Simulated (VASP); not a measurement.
# WS2 in VASP: settings compared, part 2 of 2

VASP 6.6.1.

## (3) Single point, PBEsol

This run uses another cell than the first one, of 53.64 Å³/atom, 1.040 times its volume.

The input, INCAR:

```
PREC = Accurate ; ENCUT = 520
EDIFF = 1E-6 ; ISMEAR = -1
SIGMA = 0.05 ; LREAL = False
LASPH = True ; NELM = 100
ALGO = Normal ; ISIF = 2
LWAVE = False ; LCHARG = True
GGA = PS ; LELF = True
LVHAR = True ; NBANDS = 20
```

The input, KPOINTS:

```
regular mesh
0
Gamma
  10 10 2
```

The input, POSCAR:

```
WS2
1.0
    3.3108570094      0.0000000000      0.0000000000
   -1.6554285047      2.8672862784      0.0000000000
    0.0000000000      0.0000000000     16.9505778900
W S
1 2
Direct
    0.0000000000      0.0000000000      0.0000000000
    0.3333333333      0.6666666667      0.0920005100
    0.3333333333      0.6666666667      0.9079994900
```

Potentials or basis: VASP PAW PBE potentials, release 64 (W_sv, S).

The run is started by

```console
> cat potpaw_PBE.64/W_sv/POTCAR potpaw_PBE.64/S/POTCAR > POTCAR
> mpirun -np 1 vasp_std > vasp.out
```

OUTCAR:

```text
PREC = Accurate
   ENCUT = 520
   EDIFF = 1E-6
   ISMEAR = -1
   LREAL = False
   LASPH = True
   NELM = 100
   ISIF = 2
   GGA = PS

 ion  position               nearest neighbor table
   1  0.000  0.000  0.000-   2 2.47   3 2.47   2 2.47   3 2.47   2 2.47   3 2.47
   2  0.333  0.667  0.092-   1 2.47   1 2.47   1 2.47
   3  0.333  0.667  0.908-   1 2.47   1 2.47   1 2.47

  LATTYP: Found a hexagonal cell.
 ALAT       =     3.3108570094
 C/A-ratio  =     5.1196949436

  Lattice vectors:

 A1 = (   3.3108570094,   0.0000000000,   0.0000000000)
 A2 = (  -1.6554285047,   2.8672862784,   0.0000000000)
 A3 = (   0.0000000000,   0.0000000000,  16.9505778900)

Analysis of symmetry for initial positions (statically):
=====================================================================
 Subroutine PRICEL returns:
 Original cell was already a primitive cell.

 Routine SETGRP: Setting up the symmetry group for a
 hexagonal supercell.

 Subroutine GETGRP returns: Found 12 space group operations
 (whereof 12 operations were pure point group operations)
 out of a pool of 24 trial point group operations.

The static configuration has the point symmetry D_3h.

Analysis of symmetry for dynamics (positions and initial velocities):
=====================================================================
 Subroutine PRICEL returns:
 Original cell was already a primitive cell.

 Routine SETGRP: Setting up the symmetry group for a
 hexagonal supercell.

 Subroutine GETGRP returns: Found 12 space group operations
 (whereof 12 operations were pure point group operations)
 out of a pool of 24 trial point group operations.

The dynamic configuration has the point symmetry D_3h.

 Subroutine INISYM returns: Found 12 space group operations
 (whereof 12 operations are pure point group operations),
 and found     1 'primitive' translations
[... 105 lines left out ...]
   POTIM  = 0.5000    time-step for ionic-motion
   TEBEG  =    0.0;   TEEND  =   0.0 temperature during run
   PSTRESS=    0.0 pullay stress
   NELECT =      26.0000    total number of electrons
   NUPDOWN=      -1.0000    fix difference up-down
   EMIN   =  10.00;   EMAX   =-10.00  energy-range for DOS
   EFERMI =   0.00;   METHOD = LEGACY
   ISMEAR =    -1;   SIGMA  =   0.05  broadening in eV -4-tet -1-fermi 0-gaus
   EFERMI_NEDOS =   21; number of points for ismear=-14 and -15
   IALGO  =     38    algorithm
   IMIX   =      4    mixing-type and parameters
     AMIX     =   0.40;   BMIX     =  1.00
     AMIX_MAG =   1.60;   BMIX_MAG =  1.00
  volume/ion in A,a.u.               =      53.64       361.97
  Fermi-wavevector in a.u.,A,eV,Ry     =   0.891663  1.684998 10.817481  0.795062
  Thomas-Fermi vector in A             =   2.013512
   LORBIT       =      0    0 simple, 1 ext, 2 COOP (PROOUT), +10 PAW based schemes
   GGA     = PS    functional components
   LHFCALC =     F    Hartree Fock is set to
   AEXX    =    0.0000 exact exchange contribution
   IVDW    =     0    specifies the selected vdW correction
   LEPSILON=     F    determine dielectric tensor
   LRPA    =     F    only Hartree local field effects (RPA)
 non-spin polarized calculation
  energy-cutoff  :      520.00
  volume of cell :      160.91
 maximum number of plane-waves:      4358
 NGX is ok and might be reduce to    28
   NGX = 13   NGY = 13   NGZ = 63

 number of electron      26.0000000 magnetization

 Free energy of the ion-electron system (eV)
  ---------------------------------------------------
  ext. energy  EPLUGINS =         0.00000000
  ---------------------------------------------------
  free energy    TOTEN  =       -24.96215268 eV

  energy without entropy =      -24.96215253  energy(sigma->0) =      -24.96215261

 E-fermi :  -0.7762     XC(G=0):  -4.3986

 val. band max:       -1.4031776804   @ k =   0.0000   0.0000   0.5000
 cond. band min:      -0.0756240530   @ k =   0.3000   0.3000   0.0000
 fundamental gap:      1.3275536274
 Fermi energy:        -0.7762478631

 k-point     1 :       0.0000    0.0000    0.0000
  band No.  band energies     occupation
      1     -75.8187      2.00000
      2     -39.9617      2.00000
      3     -39.9147      2.00000
      4     -39.9147      2.00000
      5     -15.9163      2.00000
      6     -14.3632      2.00000
[... 541 lines left out ...]
     19       6.2714      0.00000
     20       6.4535      0.00000

 [... further k-points ...]
[... 5 lines left out ...]
  --------------------------------------------------------------------------------------
  -------------------------------------------------------------------------------------
  Total       -5.6086027     -5.6086027     -2.7667014      0.0000000      0.0000000      0.0000000
  in kB      -55.8430678    -55.8430678    -27.5471629      0.0000000      0.0000000      0.0000000
  external PRESSURE =     -46.4110995 kB  Pullay stress =       0.0000000 kB

 VOLUME and BASIS-vectors are now :
 -----------------------------------------------------------------------------
  energy-cutoff  :      520.00
  volume of cell :      160.91
      direct lattice vectors                 reciprocal lattice vectors
     3.310857009  0.000000000  0.000000000     0.302036602  0.174380913  0.000000000
    -1.655428505  2.867286278  0.000000000     0.000000000  0.348761827  0.000000000
     0.000000000  0.000000000 16.950577890     0.000000000  0.000000000  0.058995039

 POSITION                                       TOTAL-FORCE (eV/Angst)
 -----------------------------------------------------------------------------------
      0.00000      0.00000      0.00000         0.000000      0.000000      0.000000
     -0.00000      1.91152      1.55946         0.000000      0.000000     -0.878354
     -0.00000      1.91152     15.39112        -0.000000     -0.000000      0.878354
 -----------------------------------------------------------------------------------
    total drift:                                0.000000     -0.000000     -0.000000

  FREE ENERGIE OF THE ION-ELECTRON SYSTEM (eV)
  ---------------------------------------------------
  free  energy   TOTEN  =       -24.9621526796 eV

  energy  without entropy=      -24.9621525348  energy(sigma->0) =      -24.96215261
```

OSZICAR:

```text
N       E                     dE             d eps       ncg     rms          rms(c)
DAV:   1     0.168269761130E+03    0.16827E+03   -0.11962E+04  1328   0.109E+03
DAV:   2    -0.128307013008E+02   -0.18110E+03   -0.17643E+03  1496   0.262E+02
DAV:   3    -0.262504197259E+02   -0.13420E+02   -0.13330E+02  1512   0.664E+01
[... 14 lines left out ...]
DAV:  18    -0.249621343805E+02   -0.28912E-04   -0.12500E-06  1156   0.438E-03    0.250E-03
DAV:  19    -0.249621480880E+02   -0.13708E-04   -0.74741E-07  1084   0.241E-03    0.188E-03
DAV:  20    -0.249621514462E+02   -0.33582E-05   -0.14795E-07  1084   0.138E-03    0.113E-03
DAV:  21    -0.249621524800E+02   -0.10337E-05   -0.40907E-08   836   0.630E-04    0.293E-04
DAV:  22    -0.249621526796E+02   -0.19962E-06   -0.60468E-09   812   0.285E-04
   1 F= -.24962153E+02 E0= -.24962153E+02  d E =-.144831E-06
```

Run time: 3.1 min. Hardware: 1 thread of Intel Xeon Platinum 8488C (Sapphire Rapids), shared host; peak memory 0.33 GiB.

Results:

- Free energy: -24.9622 eV
- Largest force: 0.878 eV/Å
- Band gap on the k mesh: 1.33 eV, indirect (least direct gap 1.76 eV)

Forces in eV/Å, atoms in the order of the input:
```
W    0.000  0.000  0.000
S    0.000  0.000 -0.878
S    0.000  0.000  0.878
```

Levels at points of the mesh, in eV from the valence-band top:
```csv
k point,band 10,band 11,band 12,band 13,band 14,band 15,band 16,band 17
"(0.00, 0.00, 0.00)",-2.00,-2.00,-1.98,0.00,2.34,2.34,2.55,2.55
"(0.50, 0.00, 0.00)",-3.57,-2.09,-1.72,-1.05,2.11,2.53,3.58,4.14
"(0.00, 0.00, 0.50)",-2.00,-2.00,-1.98,0.00,2.34,2.34,2.55,2.55
"(0.50, 0.00, 0.50)",-3.57,-2.09,-1.72,-1.05,2.11,2.53,3.58,4.14
```

Caveat: the PAW data sets were made with another functional, which shifts forces and pressure a little; spin-orbit coupling is left out, which moves the levels of the heavy elements.

## (4) Single point, r2SCAN

This run uses another cell than the first one, of 46.62 Å³/atom, 0.903 times its volume.

The input, POSCAR:

```
WS2
1.0
    3.1185283984      0.0000000000      0.0000000000
   -1.5592641992      2.7007248154      0.0000000000
    0.0000000000      0.0000000000     16.6045506357
W S
1 2
Direct
    0.0000000000      0.0000000000      0.0000000000
    0.3333333333      0.6666666667      0.0920005100
    0.3333333333      0.6666666667      0.9079994900
```

The input, INCAR.step1:

```
PREC = Accurate
ENCUT = 520
ISMEAR = -1
SIGMA = 0.05
LREAL = False
LASPH = True
NELM = 60
NBANDS = 20
GGA = PE
ALGO = Normal
EDIFF = 1E-4
LWAVE = True
LCHARG = False
```

The input, INCAR.step2:

```
PREC = Accurate
ENCUT = 520
EDIFF = 1E-6
ISMEAR = -1
SIGMA = 0.05
LREAL = False
LASPH = True
NELM = 60
ALGO = Normal
ISIF = 2
LWAVE = False
LCHARG = False
METAGGA = R2SCAN
LMIXTAU = True
NBANDS = 20
ISTART = 1
```

KPOINTS is that of step 3.

The run is started by

```console
> cat potpaw_PBE.64/W_sv/POTCAR potpaw_PBE.64/S/POTCAR > POTCAR
> cp INCAR.step1 INCAR
> mpirun -np 1 vasp_std > vasp.out
> cp INCAR.step2 INCAR
> mpirun -np 1 vasp_std > vasp.out
```

Run time: 2.4 min. Hardware: 1 thread of Intel Xeon 6975P-C (Granite Rapids), shared host; peak memory 0.32 GiB.

The run converged. Its results:

| Property | Result |
| --- | --- |
| Free energy | -69.9300 eV |
| Largest force | 1.236 eV/Å |
| Band gap on the k mesh | 2.30 eV, indirect (least direct gap 2.48 eV) |

Forces on the atoms (eV/Å):
```
W    0.000  0.000  0.000
S    0.000  0.000  1.236
S    0.000  0.000 -1.236
```

Levels at points of the mesh, in eV from the valence-band top:
| k point | band 11 | band 12 | band 13 | band 14 | band 15 | band 16 |
| --- | --- | --- | --- | --- | --- | --- |
| (0.00, 0.00, 0.00) | -1.82 | -1.82 | 0.00 | 3.30 | 3.30 | 3.55 |
| (0.50, 0.00, 0.00) | -2.28 | -1.38 | -1.00 | 3.29 | 3.79 | 4.63 |
| (0.00, 0.00, 0.50) | -1.82 | -1.82 | 0.00 | 3.30 | 3.30 | 3.55 |
| (0.50, 0.00, 0.50) | -2.28 | -1.38 | -1.00 | 3.29 | 3.79 | 4.63 |

Caveat: the PAW data sets were made with another functional, which shifts forces and pressure a little; spin-orbit coupling is left out, which moves the levels of the heavy elements.

## (5) Summary

| level | cell | gap on the mesh (eV) | largest force (eV/Å) |
| --- | --- | --- | --- |
| PBEsol | a = 3.247, b = 3.247, c = 16.951 Å, angles 90.0, 90.0, 120.0°, 3 atoms | 1.64 | 0.52 |
| PBEsol | a = 3.311, b = 3.311, c = 16.951 Å, angles 90.0, 90.0, 120.0°, 3 atoms | 1.33 | 0.88 |
| r2SCAN | a = 3.119, b = 3.119, c = 16.605 Å, angles 90.0, 90.0, 120.0°, 3 atoms | 2.30 | 1.24 |

Alike in all rows: task single point; potentials or basis VASP PAW PBE potentials, release 64 (W_sv, S); no spin polarisation; k mesh 10 × 10 × 2; cutoff (eV) 520; smearing fermi-dirac 0.05 eV.

Caveats: the PAW data sets were made with another functional, which shifts forces and pressure a little; spin-orbit coupling is left out, which moves the levels of the heavy elements.

Total energies depend on the potentials used, so only differences within one code and one set of settings carry meaning.
